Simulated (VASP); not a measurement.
Here is a VASP 6.6.1 calculation.

The input INCAR:

```
ALGO = Normal
EDIFF = 1E-7
EDIFFG = -0.08
ENCUT = 500
GGA = PE
GGA_COMPAT = F
IBRION = 2
ISIF = 3
ISMEAR = 0
LASPH = T
LCHARG = F
LMAXMIX = 6
LREAL = F
LWAVE = F
NELM = 200
NELMIN = 4
NSW = 36
PREC = Accurate
SIGMA = 0.2
```

File KPOINTS:

```
k-points
0
Gamma
  4 4 2
```

The input POSCAR:

```
Ba4Er
1.0
    5.1313323800      0.0000000000      0.0000000000
   -2.5656661900      4.4438642000      0.0000000000
    0.0000000000      0.0000000000      8.8963380700
Ba Er
4 1
Direct
    0.0000000000      0.0000000000      0.8283085300
    0.0000000000      0.0000000000      0.1716914700
    0.3333333300      0.6666666700      0.0000000000
    0.6666666700      0.3333333300      0.0000000000
    0.0000000000      0.0000000000      0.5000000000
```

Potentials or basis: VASP PAW PBE potentials, release 64 (Ba_sv, Er_3), 4f in core.

Launch:

```sh
$ cat potpaw_PBE.64/Ba_sv/POTCAR potpaw_PBE.64/Er_3/POTCAR > POTCAR
$ mpirun -np 1 vasp_std > vasp.out
```

Q: What does it give for the relaxed volume?

A: 98.06 Å³/atom.

Q: What does it give for the relaxed cell?

A: a = 6.941 Å, b = 6.941 Å, c = 11.752 Å, α = 90.00°, β = 90.00°, γ = 120.00°.

Q: What does it give for the space group after relaxing (to 0.1 Å)?

A: P6/mmm (No. 191).

Stress tensor (GPa, compression positive):
```
 0.04  0.00  0.00
 0.00  0.04  0.00
 0.00  0.00 -0.04
```

Caveat: the volume moved by over 15 % at a fixed basis, so the end points are rough; the highest band is partly filled, so the run has too few bands; spin-orbit coupling is left out, which moves the levels of the heavy elements; the 4f electrons are frozen in the core, so they carry no moment and show no levels. Spin polarisation is off, so any magnetic state and its effect on volume and gap are missing.
